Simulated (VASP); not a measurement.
# Al (P-1) in VASP: settings compared

The runs below take Al through single point, with HSE06, PBE0, r2SCAN0.

All numbers are computed with VASP 6.6.1; they aren't measurements. Logs are shortened: lines on timing, memory, paths and dates and some standing lists are left out, and cuts for length are marked.

**1. The cell of the first run**

The typed cell holds 1 atom: a = 2.839 Å, b = 2.840 Å, c = 2.869 Å, α = 60.19°, β = 62.21°, γ = 59.49°.

**2. Single point, HSE06**

The input, POSCAR:

```
Al
1.0
   -0.0204552100      1.9706540500      2.0438328400
    2.0026569100      0.0099662700      2.0134113600
    2.0592944800      1.9968701300     -0.0466712900
Al
1
Direct
    0.0000000000      0.0000000000      0.0000000000
```

The input, INCAR.step1:

```
SYSTEM = Al
ALGO     = Normal         ! electronic algorithm
EDIFF    = 1E-5           ! SCF threshold, eV
ENCUT    = 520            ! plane-wave cutoff, eV
GGA      = PE             ! functional
ISIF     = 2              ! what is computed and relaxed
ISMEAR   = -1             ! smearing method
LASPH    = .True.         ! aspherical terms in the spheres
LCHARG   = .False.        ! write CHGCAR
LREAL    = .False.        ! projectors in reciprocal space
LWAVE    = .True.         ! write WAVECAR
NBANDS   = 8              ! bands
NELM     = 100            ! most SCF steps
PREC     = Accurate       ! precision mode
SIGMA    = 0.05           ! smearing width, eV
```

The input, INCAR.step2:

```
SYSTEM = Al
ALGO     = Normal         ! electronic algorithm
EDIFF    = 1E-6           ! SCF threshold, eV
ENCUT    = 520            ! plane-wave cutoff, eV
GGA      = PE             ! functional
HFSCREEN = 0.2079         ! screening, 1/A
ISIF     = 2              ! what is computed and relaxed
ISMEAR   = -1             ! smearing method
ISTART   = 1            
LASPH    = .True.         ! aspherical terms in the spheres
LCHARG   = .False.        ! write CHGCAR
LHFCALC  = .True.         ! exact exchange
LREAL    = .False.        ! projectors in reciprocal space
LWAVE    = .False.        ! write WAVECAR
NBANDS   = 8              ! bands
NELM     = 100            ! most SCF steps
PREC     = Accurate       ! precision mode
PRECFOCK = Normal       
SIGMA    = 0.05           ! smearing width, eV
```

The input, KPOINTS:

```
k-points
0
Gamma
  6 7 6
  0 0 0
```

Potentials or basis: VASP PAW PBE potentials, release 64 (Al).

Launch:

```bash
$ cat potpaw_PBE.64/Al/POTCAR > POTCAR
$ cp INCAR.step1 INCAR
$ mpirun -np 1 vasp_std > vasp.out
$ cp INCAR.step2 INCAR
$ mpirun -np 1 vasp_std > vasp.out
```

OUTCAR:

```text
SYSTEM = Al
   EDIFF = 1E-6
   ENCUT = 520
   GGA = PE
   HFSCREEN = 0.2079
   ISIF = 2
   ISMEAR = -1
   ISTART = 1
   LASPH = .True.
   LHFCALC = .True.
   LREAL = .False.
   NELM = 100
   PREC = Accurate
   PRECFOCK = Normal

 ion  position               nearest neighbor table
   1  0.000  0.000  0.000-

  LATTYP: Found a triclinic cell.
 ALAT       =     4.8932994550
 B/A-ratio  =     0.9921520640
 C/A-ratio  =     1.5454074236
 COS(alpha) =     0.0035236391
 COS(beta)  =     0.5577824530
 COS(gamma) =     0.8268074114

  Lattice vectors:

 A1 = (  -4.0257690300,   1.9507215100,  -1.9829898800)
 A2 = (  -1.9664745500,   3.9475916400,  -2.0296611700)
 A3 = (  -6.1212458700,  -4.0037065300,  -1.9200687800)

Analysis of symmetry for initial positions (statically):
=====================================================================
 Subroutine PRICEL returns:
 Original cell was already a primitive cell.

 Routine SETGRP: Setting up the symmetry group for a
 triclinic supercell.

 Subroutine GETGRP returns: Found  2 space group operations
 (whereof  2 operations were pure point group operations)
 out of a pool of  2 trial point group operations.

The static configuration has the point symmetry S_2 .

Analysis of symmetry for dynamics (positions and initial velocities):
=====================================================================
 Subroutine PRICEL returns:
 Original cell was already a primitive cell.

 Routine SETGRP: Setting up the symmetry group for a
 triclinic supercell.

 Subroutine GETGRP returns: Found  2 space group operations
 (whereof  2 operations were pure point group operations)
 out of a pool of  2 trial point group operations.

The dynamic configuration has the point symmetry S_2 .

 Subroutine INISYM returns: Found  2 space group operations
 (whereof  2 operations are pure point group operations),
 and found     1 'primitive' translations

----------------------------------------------------------------------------------------

                                     Primitive cell

  volume of cell :      16.5686

  direct lattice vectors                    reciprocal lattice vectors
    -0.020455210  1.970654050  2.043832840    -0.242686930  0.255885821  0.240124020
     2.002656910  0.009966270  2.013411360     0.251876327 -0.253968071  0.247395668
     2.059294480  1.996870130 -0.046671290     0.238243693  0.249524832 -0.238206270

  length of vectors
     2.839216173  2.839816778  2.868860798     0.426654479  0.434909280  0.419243278

  position of ions in fractional coordinates (direct lattice)
     0.000000000  0.000000000  0.000000000

  ion indices of the primitive-cell ions
   primitive index   ion index
                 1           1

----------------------------------------------------------------------------------------

 KPOINTS: k-points

Automatic generation of k-mesh.
 Grid dimensions read from file:
 generate k-points for:    6    7    6

 Generating k-lattice:

  Cartesian coordinates                     Fractional coordinates (reciprocal lattice)
    -0.040447822  0.042647637  0.040020670     0.166666667  0.000000000 -0.000000000
     0.035982332 -0.036281153  0.035342238     0.000000000  0.142857143 -0.000000000
     0.039707282  0.041587472 -0.039701045     0.000000000  0.000000000  0.166666667

  Length of vectors
     0.071109080  0.062129897  0.069873880

  Shift w.r.t. Gamma in fractional coordinates (k-lattice)
     0.000000000  0.000000000  0.000000000

 Subroutine IBZKPT returns following result:
 ===========================================

 Found    128 irreducible k-points:

 Following reciprocal coordinates:
            Coordinates               Weight
  0.000000  0.000000  0.000000      1.000000
  0.166667 -0.000000 -0.000000      2.000000
  0.333333  0.000000  0.000000      2.000000
  0.500000  0.000000 -0.000000      1.000000
  0.000000  0.142857  0.000000      2.000000
  0.166667  0.142857  0.000000      2.000000
[... 16 lines left out ...]
 -0.000000 -0.000000  0.166667      2.000000
  0.166667 -0.000000  0.166667      2.000000
 [... further k-points ...]
   k-points           NKPTS =    128   k-points in BZ     NKDIM =    252   number of bands    NBANDS=      8
   number of dos      NEDOS =    301   number of ions     NIONS =      1
   total plane-waves  NPLWV =  13824
   dimension x,y,z NGX =    24 NGY =   24 NGZ =   24
   dimension x,y,z NGXF=    48 NGYF=   48 NGZF=   48
   ions per type =               1
   NGX,Y,Z   is equivalent  to a cutoff of  14.05, 14.05, 13.91 a.u.
   NGXF,Y,Z  is equivalent  to a cutoff of  28.11, 28.10, 27.82 a.u.
 SYSTEM =  Al
   PREC   = accura    normal or accurate (medium, high low for compatibility)
   ISTART =      1    job   : 0-new  1-cont  2-samecut
   ICHARG =      0    charge: 1-file 2-atom 10-const
   ISPIN  =      1    spin polarized calculation?
   LNONCOLLINEAR =      F non collinear calculations
   LSORBIT =      F    spin-orbit coupling
   LASPH  =      T    aspherical Exc in radial PAW
   ENCUT  =  520.0 eV  38.22 Ry    6.18 a.u.   5.28  5.28  5.33*2*pi/ulx,y,z
   NELM   =    100;   NELMIN=  2; NELMDL=  0     # of ELM steps
   EDIFF  = 0.1E-05   stopping-criterion for ELM
   LREAL  =      F    real-space projection
   EDIFFG = 0.1E-04   stopping-criterion for IOM
   NSW    =      0    number of steps for IOM
   IBRION =     -1    ionic relax: 0-MD 1-quasi-New 2-CG
   NFREE  =      0    steps in history (QN), initial steepest desc. (CG)
   ISIF   =      2    stress and relaxation
   ISYM   =      3    0-nonsym 1-usesym 2-fastsym
   POTIM  = 0.5000    time-step for ionic-motion
   TEBEG  =    0.0;   TEEND  =   0.0 temperature during run
   PSTRESS=    0.0 pullay stress
   NELECT =       3.0000    total number of electrons
   NUPDOWN=      -1.0000    fix difference up-down
   EMIN   =  10.00;   EMAX   =-10.00  energy-range for DOS
   EFERMI =   0.00;   METHOD = LEGACY
   ISMEAR =    -1;   SIGMA  =   0.05  broadening in eV -4-tet -1-fermi 0-gaus
   EFERMI_NEDOS =   21; number of points for ismear=-14 and -15
   IALGO  =     38    algorithm
   IMIX   =      1    mixing-type and parameters
     AMIX     =   0.40;   BMIX     =  1.00
     AMIX_MAG =   1.60;   BMIX_MAG =  1.00
  volume/ion in A,a.u.               =      16.57       111.81
  Fermi-wavevector in a.u.,A,eV,Ry     =   0.926161  1.750191 11.670728  0.857774
  Thomas-Fermi vector in A             =   2.052094
   LORBIT       =      0    0 simple, 1 ext, 2 COOP (PROOUT), +10 PAW based schemes
   GGA     = PE    functional components
   LHFCALC =     T    Hartree Fock is set to
   PRECFOCK=normal    Normal, Fast or Accurate (Low or Medium for compatibility)
   ENCUT4O =  -1.0   cutoff for four orbital integrals eV
   NKREDX  =     1    reduce k-point grid by
   NKREDY  =     1    reduce k-point grid by
   NKREDZ  =     1    reduce k-point grid by
   AEXX    =    0.2500 exact exchange contribution
   HFSCREEN=    0.2079 screening length (either q_TF or 0.3 A-1)
   HFSCREENC=   0.2079 screening length for correlation (either q_TF or 0.3 A-1)
   ENCUTFOCK=  -1.0 apply spherical cutoff to Coloumb kernel
   IVDW    =     0    specifies the selected vdW correction
   LEPSILON=     F    determine dielectric tensor
   LRPA    =     F    only Hartree local field effects (RPA)
 non-spin polarized calculation
  energy-cutoff  :      520.00
  volume of cell :       16.57
 maximum number of plane-waves:       459
 NGX is ok and might be reduce to    24
  NGX = 16; NGY = 16; NGZ = 18

 number of electron       3.0000000 magnetization

 Free energy of the ion-electron system (eV)
  ---------------------------------------------------
  ext. energy  EPLUGINS =         0.00000000
  ---------------------------------------------------
  free energy    TOTEN  =        -4.10283489 eV

  energy without entropy =       -4.10045751  energy(sigma->0) =       -4.10164620

 E-fermi :   8.0404     XC(G=0):  -8.4014

 val. band max:        7.9970933870   @ k =  -0.0000   0.0000   0.3333
 cond. band min:       8.0831953951   @ k =   0.0000   0.4286   0.1667
 fundamental gap:      0.0861020081
 Fermi energy:         8.0404421786

 k-point     1 :       0.0000    0.0000    0.0000
  band No.  band energies     occupation
      1      -4.7186      2.00000
      2      20.8315      0.00000
      3      21.8793      0.00000
      4      22.1894      0.00000
      5      22.2368      0.00000
      6      23.1210      0.00000
      7      23.8076      0.00000
      8      25.6093      0.00000

 k-point     2 :       0.1667   -0.0000   -0.0000
  band No.  band energies     occupation
      1      -3.8800      2.00000
      2      15.1717      0.00000
      3      20.0119      0.00000
      4      20.6832      0.00000
      5      23.5368      0.00000
      6      24.7784      0.00000
      7      25.0101      0.00000
      8      26.4416      0.00000

 k-point     3 :       0.3333    0.0000    0.0000
  band No.  band energies     occupation
      1      -1.3730      2.00000
      2       8.4640      0.00042
      3      19.6337      0.00000
      4      19.8797      0.00000
      5      22.1697      0.00000
      6      22.6669      0.00000
      7      23.3363      0.00000
      8      26.4287      0.00000

 k-point     4 :       0.5000    0.0000   -0.0000
  band No.  band energies     occupation
      1       2.6722      2.00000
      2       2.9015      2.00000
      3      20.2233      0.00000
      4      20.4118      0.00000
      5      20.5249      0.00000
      6      20.6521      0.00000
      7      24.0469      0.00000
      8      24.4123      0.00000

 k-point     5 :       0.0000    0.1429    0.0000
  band No.  band energies     occupation
      1      -4.0795      2.00000
      2      16.8952      0.00000
      3      19.6085      0.00000
      4      20.5921      0.00000
      5      23.4162      0.00000
      6      24.4725      0.00000
      7      25.3384      0.00000
      8      25.8156      0.00000
[... 177 lines left out ...]
 k-point    22 :      -0.1667    0.4286   -0.0000
  band No.  band energies     occupation
      1       3.3382      2.00000
      2       4.2448      2.00000
      3      13.5758      0.00000
      4      17.2334      0.00000
      5      19.4936      0.00000
      6      23.8766      0.00000
      7      27.3465      0.00000
      8      29.2119      0.00000

 k-point    23 :      -0.0000   -0.0000    0.1667
  band No.  band energies     occupation
      1      -3.9103      2.00000
      2      14.5523      0.00000
      3      20.6146      0.00000
      4      20.8627      0.00000
      5      23.8381      0.00000
      6      24.9291      0.00000
      7      25.2149      0.00000
      8      26.7098      0.00000

 k-point    24 :       0.1667   -0.0000    0.1667
  band No.  band energies     occupation
      1      -3.5455      2.00000
      2      16.8491      0.00000
      3      17.8478      0.00000
      4      18.2575      0.00000
      5      21.0786      0.00000
      6      22.4357      0.00000
      7      27.9317      0.00000
      8      28.9236      0.00000

 [... further k-points ...]

------------------------ aborting loop because EDIFF is reached ----------------------------------------

  FORCE on cell =-STRESS in cart. coord.  units (eV):
  Direction    XX          YY          ZZ          XY          YZ          ZX
  --------------------------------------------------------------------------------------
  -------------------------------------------------------------------------------------
  Total       -0.3593085      0.1009550     -0.1676667      0.0992753     -0.0234944      0.3619537
  in kB      -34.7449654      9.7622998    -16.2132877      9.5998724     -2.2719009     35.0007557
  external PRESSURE =     -13.7319844 kB  Pullay stress =       0.0000000 kB

 VOLUME and BASIS-vectors are now :
 -----------------------------------------------------------------------------
  energy-cutoff  :      520.00
  volume of cell :       16.57
      direct lattice vectors                 reciprocal lattice vectors
    -0.020455210  1.970654050  2.043832840    -0.242686930  0.255885821  0.240124020
     2.002656910  0.009966270  2.013411360     0.251876327 -0.253968071  0.247395668
     2.059294480  1.996870130 -0.046671290     0.238243693  0.249524832 -0.238206270

 POSITION                                       TOTAL-FORCE (eV/Angst)
 -----------------------------------------------------------------------------------
      0.00000      0.00000      0.00000         0.000000     -0.000000     -0.000000
 -----------------------------------------------------------------------------------
    total drift:                               -0.000000      0.000000      0.000000

  FREE ENERGIE OF THE ION-ELECTRON SYSTEM (eV)
  ---------------------------------------------------
  free  energy   TOTEN  =        -4.1028348909 eV

  energy  without entropy=       -4.1004575111  energy(sigma->0) =       -4.10164620
```

Run time: 14 min. Hardware: 1 thread of AMD EPYC 7R43 (Zen 3), shared host; peak memory 0.21 GiB.

Results:

```
Free energy            : -4.1028 eV
Pressure               : -1.4 GPa
Band gap on the k mesh : zero (an odd number of electrons rules out a gap without spin polarisation)
```

Levels at points of the mesh, in eV from the Fermi level:
| k point | band 1 | band 2 | band 3 | band 4 | band 5 | band 6 |
| --- | --- | --- | --- | --- | --- | --- |
| (0.00, 0.00, 0.00) | -12.76 | 12.79 | 13.84 | 14.15 | 14.20 | 15.08 |
| (0.50, 0.00, 0.00) | -5.37 | -5.14 | 12.18 | 12.37 | 12.48 | 12.61 |
| (0.00, 0.00, 0.50) | -5.53 | -5.53 | 12.48 | 12.50 | 12.93 | 13.14 |
| (0.50, 0.00, 0.50) | -3.11 | -1.31 | 5.04 | 5.42 | 6.40 | 9.46 |

Caveat: the k points lie up to 0.45 Å⁻¹ apart, too coarse for converged energies and pressures of a metal; the PAW data sets were made with another functional, which shifts forces and pressure a little.

**3. Single point, PBE0**

POSCAR is that of step 2.

The input, INCAR.step1:

```
PREC = Accurate
ENCUT = 520
EDIFF = 1E-5
ISMEAR = -1
SIGMA = 0.05
LREAL = False
LASPH = True
NELM = 80
ALGO = Normal
ISIF = 2
LWAVE = True
LCHARG = False
NBANDS = 8
GGA = PE
```

The input, INCAR.step2:

```
PREC = Accurate
ENCUT = 520
EDIFF = 1E-7
ISMEAR = -1
SIGMA = 0.05
LREAL = False
LASPH = True
NELM = 80
ALGO = Normal
ISIF = 2
LWAVE = False
LCHARG = False
GGA = PE
LHFCALC = True
AEXX = 0.25
PRECFOCK = Normal
NBANDS = 8
ISTART = 1
```

The input, KPOINTS:

```
regular mesh
0
Gamma
  6 7 6
```

Potentials or basis: VASP PAW PBE potentials, release 64 (Al).

Launch:

```bash
$ cat potpaw_PBE.64/Al/POTCAR > POTCAR
$ cp INCAR.step1 INCAR
$ mpirun -np 1 vasp_std > vasp.out
$ cp INCAR.step2 INCAR
$ mpirun -np 1 vasp_std > vasp.out
```

Run time: 21 min. Hardware: 1 thread of AMD EPYC 7R43 (Zen 3), shared host; peak memory 0.12 GiB.

The run converged. Its results:

* Free energy: -4.4220 eV
* Pressure: -1.8 GPa
* Band gap on the k mesh: zero (an odd number of electrons rules out a gap without spin polarisation)

Stress tensor (GPa, compression positive):
```
-4.31  0.79  2.78
 0.79  0.93 -1.23
 2.78 -1.23 -2.02
```

Levels at points of the mesh, in eV from the Fermi level:
| k point | band 1 | band 2 | band 3 | band 4 | band 5 | band 6 |
| --- | --- | --- | --- | --- | --- | --- |
| (0.00, 0.00, 0.00) | -13.24 | 13.16 | 14.21 | 14.52 | 14.57 | 15.46 |
| (0.50, 0.00, 0.00) | -5.83 | -5.58 | 12.56 | 12.74 | 12.85 | 12.99 |
| (0.00, 0.00, 0.50) | -6.02 | -6.00 | 12.86 | 12.86 | 13.29 | 13.52 |
| (0.50, 0.00, 0.50) | -3.50 | -1.65 | 5.41 | 5.78 | 6.77 | 9.82 |

Caveat: the k points lie up to 0.45 Å⁻¹ apart, too coarse for converged energies and pressures of a metal; the PAW data sets were made with another functional, which shifts forces and pressure a little.

(Part 1 of 2 ends here.)
